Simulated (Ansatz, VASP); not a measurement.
# In in VASP and in Ansatz

```
In
1.0
    -1.64665    1.62191    2.47395
     1.62191   -1.64665    2.47395
     1.63039    1.63039   -2.49021
In
1
Direct
  0.00000 0.00000 0.00000
```

Change from the starting cell: equal xy, yz and zx shear strains of -1 %, PAW files.

Alike in both runs: task electric field gradients; functional PBE; k mesh 12 × 12 × 14; occupations fermi-dirac, width 0.05 eV; no spin polarisation.

|  | VASP | Ansatz |
| --- | --- | --- |
| version | VASP 6.6.1 | Ansatz 0.2.0 |
| potentials or method | VASP PAW PBE potentials, release 64 (In_d) | PAW with Ansatz's default frozen-core files, scalar-relativistic |
| plane-wave cutoff (eV) | 400 | 420 |
| valence electrons in the cell | 13 | 13 |

```csv
,VASP,Ansatz,Ansatz less VASP
pressure (GPa),2.0,2.0,+0.07
"traceless stress, the component that is largest in VASP (GPa)",0.29,0.29,+0.002
size of Vzz on the site where it differs most (V/Å²),18.3,18.6,+0.28
```
